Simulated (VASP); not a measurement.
Here is a VASP 6.6.1 calculation.

POSCAR

```
Ti
1.0
   -1.6410000000      1.6410000000      1.6410000000
    1.6410000000     -1.6410000000      1.6410000000
    1.6410000000      1.6410000000     -1.6410000000
Ti
1
Direct
    0.0000000000      0.0000000000      0.0000000000
```

The input INCAR.step1:

```
PREC = Accurate
ENCUT = 520
EDIFF = 1E-5
ISMEAR = -1
SIGMA = 0.05
LREAL = F
LASPH = T
NELM = 60
ALGO = Normal
ISIF = 2
LWAVE = T
NBANDS = 12
GGA = PE
```

File INCAR.step2:

```
PREC = Accurate
ENCUT = 520
EDIFF = 1E-6
ISMEAR = -1
SIGMA = 0.05
LREAL = F
LASPH = T
NELM = 60
ALGO = Normal
ISIF = 2
LWAVE = F
LCHARG = T
GGA = PE
LHFCALC = T
AEXX = 1.0
ALDAC = 0.0
AGGAC = 0.0
PRECFOCK = Normal
LELF = T
LVHAR = T
NBANDS = 12
ISTART = 1
```

Contents of KPOINTS:

```
Automatic mesh
0
Gamma
  6 6 6
```

Potentials or basis: VASP PAW PBE potentials, release 64 (Ti_sv).

The run is started by

```sh
$ cat potpaw_PBE.64/Ti_sv/POTCAR > POTCAR
$ cp INCAR.step1 INCAR
$ mpirun -np 1 vasp_std > vasp.out
$ cp INCAR.step2 INCAR
$ mpirun -np 1 vasp_std > vasp.out
```

(1) What does it give for the band gap on the k mesh?

(2) What does it give for the pressure?

Results:

(1) zero (band 6 reaches 15.43 eV, above the bottom of band 7 at 7.32 eV).

(2) 4.9 GPa.

Caveat: the k points lie up to 0.45 Å⁻¹ apart; the PAW data sets were made with another functional, which shifts forces and pressure a little.
